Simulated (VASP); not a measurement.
Here is a VASP 6.6.1 calculation.

The input INCAR:

```
SYSTEM = Ag
PREC = Accurate
ENCUT = 600
EDIFF = 1E-7
ISMEAR = 0
SIGMA = 0.1
LREAL = .FALSE.
LASPH = .TRUE.
NELM = 80
ALGO = Fast
ISIF = 3
LWAVE = .FALSE.
LCHARG = .FALSE.
GGA = PS
IBRION = 2
NSW = 80
EDIFFG = -0.01
```

KPOINTS

```
regular mesh
0
G
  10 10 6
  0 0 0
```

File POSCAR:

```
Ag
1.0
    2.6940667129     -2.6940657740      0.0000000000
    2.6940667129      2.6940657740      0.0000000000
    0.0000000000      0.0000000000      6.8185138141
Ag
5
Direct
    0.5000000000      0.0000000000      0.2995172031
    0.0000000000      0.5000000000      0.7004827969
    0.0000000000      0.5000000000      0.2995172031
    0.5000000000      0.0000000000      0.7004827969
    0.0000000000      0.0000000000      0.0000000000
```

Potentials or basis: VASP PAW PBE potentials, release 64 (Ag).

Command:

```console
$ cat potpaw_PBE.64/Ag/POTCAR > POTCAR
$ mpirun -np 1 vasp_std > vasp.out
```

(1) Estimate the band gap on the k mesh.

(2) What does it give for the space group after relaxing (to 0.1 Å)?

(3) Predict the relaxed volume.

Results:

(1) zero (an odd number of electrons rules out a gap without spin polarisation).

(2) P4/mmm (No. 123).

(3) 19.75 Å³/atom.

Caveat: the PAW data sets were made with another functional, which shifts forces and pressure a little.
